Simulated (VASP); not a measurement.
# Sn (P6/mmm) in VASP: notebook, part 2 of 2

VASP 6.6.1. Earlier steps stand in the parts before.

## 3. Relaxation of cell and atoms, PBEsol, target pressure 23 GPa, at which the enthalpy is minimised

INCAR reads:

```
SYSTEM = Sn
PREC     = Accurate       ! precision mode
ENCUT    = 600            ! plane-wave cutoff, eV
EDIFF    = 1E-6           ! SCF threshold, eV
ISMEAR   = -1             ! smearing method
SIGMA    = 0.05           ! smearing width, eV
LREAL    = .FALSE.        ! projectors in reciprocal space
LASPH    = .TRUE.         ! aspherical terms in the spheres
NELM     = 80             ! most SCF steps
ALGO     = Normal         ! electronic algorithm
ISIF     = 3              ! what is computed and relaxed
LWAVE    = .FALSE.        ! write WAVECAR
LCHARG   = .FALSE.        ! write CHGCAR
GGA      = PS             ! functional
IBRION   = 2              ! ionic algorithm
NSW      = 32             ! ionic steps
EDIFFG   = -0.005         ! ionic threshold
PSTRESS  = 230.0
```

KPOINTS reads:

```
regular mesh
0
G
  14 14 13
  0 0 0
```

POSCAR reads:

```
Sn
1.0
    2.9751462757      0.0000000000      0.0000000000
   -1.4875731378      2.5765522548      0.0000000000
    0.0000000000      0.0000000000      2.7671055169
Sn
1
Direct
    0.0000000000      0.0000000000      0.0000000000
```

Potentials or basis: VASP PAW PBE potentials, release 64 (Sn_d).

Launch:

```
$ cat potpaw_PBE.64/Sn_d/POTCAR > POTCAR
$ mpirun -np 1 vasp_std > vasp.out
```

OUTCAR:

```text
SYSTEM = Sn
   PREC = Accurate
   ENCUT = 600
   EDIFF = 1E-6
   ISMEAR = -1
   LREAL = .FALSE.
   LASPH = .TRUE.
   NELM = 80
   ISIF = 3
   GGA = PS
   IBRION = 2
   NSW = 32
   EDIFFG = -0.005
   PSTRESS = 230.0

 ion  position               nearest neighbor table
   1  0.000  0.000  0.000-

  LATTYP: Found a hexagonal cell.
 ALAT       =     2.9751462757
 C/A-ratio  =     0.9300737713

  Lattice vectors:

 A1 = (   2.9751462757,   0.0000000000,   0.0000000000)
 A2 = (  -1.4875731378,   2.5765522548,   0.0000000000)
 A3 = (   0.0000000000,   0.0000000000,   2.7671055169)

Analysis of symmetry for initial positions (statically):
=====================================================================
 Subroutine PRICEL returns:
 Original cell was already a primitive cell.

 Routine SETGRP: Setting up the symmetry group for a
 hexagonal supercell.

 Subroutine GETGRP returns: Found 24 space group operations
 (whereof 24 operations were pure point group operations)
 out of a pool of 24 trial point group operations.

The static configuration has the point symmetry D_6h.

Analysis of symmetry for dynamics (positions and initial velocities):
=====================================================================
 Subroutine PRICEL returns:
 Original cell was already a primitive cell.

 Routine SETGRP: Setting up the symmetry group for a
 hexagonal supercell.

 Subroutine GETGRP returns: Found 24 space group operations
 (whereof 24 operations were pure point group operations)
 out of a pool of 24 trial point group operations.

The dynamic configuration has the point symmetry D_6h.

 Subroutine INISYM returns: Found 24 space group operations
 (whereof 24 operations are pure point group operations),
 and found     1 'primitive' translations

----------------------------------------------------------------------------------------

                                     Primitive cell

  volume of cell :      21.2116

  direct lattice vectors                    reciprocal lattice vectors
     2.975146276  0.000000000  0.000000000     0.336117927  0.194057776  0.000000000
    -1.487573138  2.576552255  0.000000000     0.000000000  0.388115552  0.000000000
     0.000000000  0.000000000  2.767105517     0.000000000  0.000000000  0.361388459

  length of vectors
     2.975146276  2.975146276  2.767105517     0.388115552  0.388115552  0.361388459

  position of ions in fractional coordinates (direct lattice)
     0.000000000  0.000000000  0.000000000

  ion indices of the primitive-cell ions
   primitive index   ion index
                 1           1

----------------------------------------------------------------------------------------

 KPOINTS: regular mesh

Automatic generation of k-mesh.
 Grid dimensions read from file:
 generate k-points for:   14   14   13

 Generating k-lattice:

  Cartesian coordinates                     Fractional coordinates (reciprocal lattice)
     0.024008423  0.013861270  0.000000000     0.071428571 -0.000000000  0.000000000
     0.000000000  0.027722539  0.000000000     0.000000000  0.071428571  0.000000000
[... 45 lines left out ...]
   ions per type =               1
   NGX,Y,Z   is equivalent  to a cutoff of  13.41, 13.41, 14.42 a.u.
   NGXF,Y,Z  is equivalent  to a cutoff of  26.82, 26.82, 28.84 a.u.
 SYSTEM =  Sn
   PREC   = accura    normal or accurate (medium, high low for compatibility)
   ISTART =      0    job   : 0-new  1-cont  2-samecut
   ICHARG =      2    charge: 1-file 2-atom 10-const
   ISPIN  =      1    spin polarized calculation?
   LNONCOLLINEAR =      F non collinear calculations
   LSORBIT =      F    spin-orbit coupling
   LASPH  =      T    aspherical Exc in radial PAW
   ENCUT  =  600.0 eV  44.10 Ry    6.64 a.u.   5.94  5.94  5.53*2*pi/ulx,y,z
   NELM   =     80;   NELMIN=  2; NELMDL= -5     # of ELM steps
   EDIFF  = 0.1E-05   stopping-criterion for ELM
   LREAL  =      F    real-space projection
   EDIFFG = -.5E-02   stopping-criterion for IOM
   NSW    =     32    number of steps for IOM
   IBRION =      2    ionic relax: 0-MD 1-quasi-New 2-CG
   NFREE  =      1    steps in history (QN), initial steepest desc. (CG)
   ISIF   =      3    stress and relaxation
   ISYM   =      2    0-nonsym 1-usesym 2-fastsym
   POTIM  = 0.5000    time-step for ionic-motion
   TEBEG  =    0.0;   TEEND  =   0.0 temperature during run
   PSTRESS=  230.0 pullay stress
   NELECT =      14.0000    total number of electrons
   NUPDOWN=      -1.0000    fix difference up-down
   EMIN   =  10.00;   EMAX   =-10.00  energy-range for DOS
   EFERMI =   0.00;   METHOD = LEGACY
   ISMEAR =    -1;   SIGMA  =   0.05  broadening in eV -4-tet -1-fermi 0-gaus
   EFERMI_NEDOS =   21; number of points for ismear=-14 and -15
   IALGO  =     38    algorithm
   IMIX   =      4    mixing-type and parameters
     AMIX     =   0.40;   BMIX     =  1.00
     AMIX_MAG =   1.60;   BMIX_MAG =  1.00
  volume/ion in A,a.u.               =      21.21       143.14
  Fermi-wavevector in a.u.,A,eV,Ry     =   1.425366  2.693552 27.642539  2.031669
  Thomas-Fermi vector in A             =   2.545758
   LORBIT       =      0    0 simple, 1 ext, 2 COOP (PROOUT), +10 PAW based schemes
   GGA     = PS    functional components
   LHFCALC =     F    Hartree Fock is set to
   AEXX    =    0.0000 exact exchange contribution
   IVDW    =     0    specifies the selected vdW correction
   LEPSILON=     F    determine dielectric tensor
   LRPA    =     F    only Hartree local field effects (RPA)
 conjugate gradient relaxation of ions
 non-spin polarized calculation
  energy-cutoff  :      600.00
  volume of cell :       21.21
 maximum number of plane-waves:       726
 NGX is ok and might be reduce to    24
   NGX = 11   NGY = 11   NGZ = 11

--------------------------------------- Ionic step        1  -------------------------------------------

 number of electron      14.0000001 magnetization

 Free energy of the ion-electron system (eV)
  ---------------------------------------------------
  ext. energy  EPLUGINS =         0.00000000
  ---------------------------------------------------
  free energy    TOTEN  =        -3.93668888 eV

  energy without entropy =       -3.93304430  energy(sigma->0) =       -3.93486659

------------------------ aborting loop because EDIFF is reached ----------------------------------------

  FORCE on cell =-STRESS in cart. coord.  units (eV):
  Direction    XX          YY          ZZ          XY          YZ          ZX
  --------------------------------------------------------------------------------------
  -------------------------------------------------------------------------------------
  Total        3.0472372      3.0472372      3.0377112      0.0000000     -0.0000000      0.0000000
  in kB      230.1674214    230.1674214    229.4478908      0.0000000     -0.0000000      0.0000000
  external PRESSURE =      -0.0724221 kB  Pullay stress =     230.0000000 kB
[... 172 lines left out ...]
--------------------------------------- Ionic step        6  -------------------------------------------

 number of electron      14.0000001 magnetization

 Free energy of the ion-electron system (eV)
  ---------------------------------------------------
  ext. energy  EPLUGINS =         0.00000000
  ---------------------------------------------------
  free energy    TOTEN  =        -3.93666814 eV

  energy without entropy =       -3.93302303  energy(sigma->0) =       -3.93484558

 E-fermi :  11.4489     XC(G=0): -11.6717

 val. band max:       11.4322085231   @ k =   0.2143   0.2143   0.0000
 cond. band min:      11.4685068769   @ k =   0.2143   0.1429   0.1538
 fundamental gap:      0.0362983538
 Fermi energy:        11.4489240977

 k-point     1 :       0.0000    0.0000    0.0000
  band No.  band energies     occupation
      1     -10.9043      2.00000
      2     -10.4835      2.00000
      3     -10.4835      2.00000
      4     -10.0590      2.00000
      5     -10.0590      2.00000
      6      -1.9939      2.00000
      7      17.8190      0.00000
      8      19.9426      0.00000
      9      19.9426      0.00000
     10      21.6096      0.00000
     11      22.2767      0.00000
[... 309 lines left out ...]
 k-point    24 :       0.3571    0.2857    0.0000
  band No.  band energies     occupation
      1     -10.6766      2.00000
      2     -10.3675      2.00000
      3     -10.2621      2.00000
      4     -10.1980      2.00000
      5     -10.1704      2.00000
      6       4.7470      2.00000
      7       6.7770      2.00000
      8       8.2450      2.00000
      9      24.1599      0.00000
     10      25.5851      0.00000
     11      26.4232      0.00000

 [... further k-points ...]

------------------------ aborting loop because EDIFF is reached ----------------------------------------

  FORCE on cell =-STRESS in cart. coord.  units (eV):
  Direction    XX          YY          ZZ          XY          YZ          ZX
  --------------------------------------------------------------------------------------
  -------------------------------------------------------------------------------------
  Total        3.0473972      3.0473972      3.0473759      0.0000000      0.0000000      0.0000000
  in kB      230.1810766    230.1810766    230.1794710      0.0000000      0.0000000      0.0000000
  external PRESSURE =       0.1805414 kB  Pullay stress =     230.0000000 kB
[... 20 lines left out ...]
  energy  without entropy=       -3.9330230264  energy(sigma->0) =       -3.93484558

  enthalpy is  TOTEN    =        -0.8916682641 eV   P V=        3.0449998730

 reached required accuracy - stopping structural energy minimisation
```

Wall time 29 s (1 thread of Intel Xeon Platinum 8488C (Sapphire Rapids), shared host); peak memory 0.17 GiB.

Results:

| Property | Result |
| --- | --- |
| Free energy | -3.9367 eV |
| Energy change on relaxing (the enthalpy is what falls) | +0.0 meV/atom |
| Ionic steps | 6 |
| Pressure after relaxing | 23.0 GPa |
| Band gap on the k mesh | zero (band 7 reaches 17.97 eV, above the bottom of band 8 at 8.24 eV) |

Final structure:
```
Sn
1.0
     2.97516    0.00000    0.00000
    -1.48758    2.57657    0.00000
     0.00000    0.00000    2.76706
Sn
1
Direct
  0.00000 0.00000 0.00000
```

Caveat: the cell is relaxed towards a set pressure, so the enthalpy falls and the energy may rise; the PAW data sets were made with another functional, which shifts forces and pressure a little; spin-orbit coupling is left out, which moves the levels of the heavy elements.

## 4. Single point, PBEsol

INCAR reads:

```
  PREC = Accurate
  ENCUT = 520
  EDIFF = 1E-7
  ISMEAR = -1
  SIGMA = 0.05
  LREAL = F
  LASPH = T
  NELM = 80
  ALGO = Normal
  ISIF = 2
  LWAVE = F
  LCHARG = T
  GGA = PS
  LELF = T
  LVHAR = T
  NBANDS = 13
```

KPOINTS reads:

```
Automatic mesh
0
Gamma
  14 14 13
```

POSCAR reads:

```
Sn
1.0
    2.9751462758      0.0000000000      0.0000000000
   -1.4875731379      2.5765522548      0.0000000000
    0.0000000000      0.0000000000      2.7671055169
Sn
1
Direct
    0.0000000000      0.0000000000      0.0000000000
```

Launch:

```
$ cat potpaw_PBE.64/Sn_d/POTCAR > POTCAR
$ mpirun -np 1 vasp_std > vasp.out
```

Wall time 20 s (1 thread of AMD EPYC 9R45 (Zen 5), shared host); peak memory 0.14 GiB.

It converged, with:

- Free energy: -3.9364 eV
- Pressure: 22.9 GPa
- Band gap on the k mesh: zero (band 7 reaches 17.96 eV, above the bottom of band 8 at 8.25 eV)

Levels at points of the mesh, in eV from the Fermi level:
```
           k point  band 3  band 4  band 5  band 6  band 7  band 8  band 9  band 10  band 11  band 12
(0.00, 0.00, 0.00)  -21.93  -21.51  -21.51  -13.44    6.37    8.49    8.49    10.16    10.83    13.19
(0.50, 0.00, 0.00)  -21.69  -21.55  -21.50   -7.77   -6.40    3.57    7.69    11.32    12.70    15.79
```

Caveat: the PAW data sets were made with another functional, which shifts forces and pressure a little; spin-orbit coupling is left out, which moves the levels of the heavy elements.

## 5. Summary

| task | cell | cutoff (eV) | gap on the mesh (eV) | pressure (GPa) |
| --- | --- | --- | --- | --- |
| relaxation of cell and atoms | relaxed to 23 GPa from a = 2.964, b = 2.964, c = 2.787 Å, angles 90.0, 90.0, 120.0°, 1 atom | 600 | none | 23.0 |
| relaxation of cell and atoms | relaxed to 23 GPa from a = 2.975, b = 2.975, c = 2.767 Å, angles 90.0, 90.0, 120.0°, 1 atom | 600 | none | 23.0 |
| single point | a = 2.975, b = 2.975, c = 2.767 Å, angles 90.0, 90.0, 120.0°, 1 atom | 520 | none | 22.9 |

Alike in all rows: level PBEsol; potentials or basis VASP PAW PBE potentials, release 64 (Sn_d); no spin polarisation; k mesh 14 × 14 × 13; smearing fermi-dirac 0.05 eV.

Caveats: the PAW data sets were made with another functional, which shifts forces and pressure a little; spin-orbit coupling is left out, which moves the levels of the heavy elements; the cell is relaxed towards a set pressure, so the enthalpy falls and the energy may rise (some runs).

Absolute energies hang on the potentials; compare differences alone.
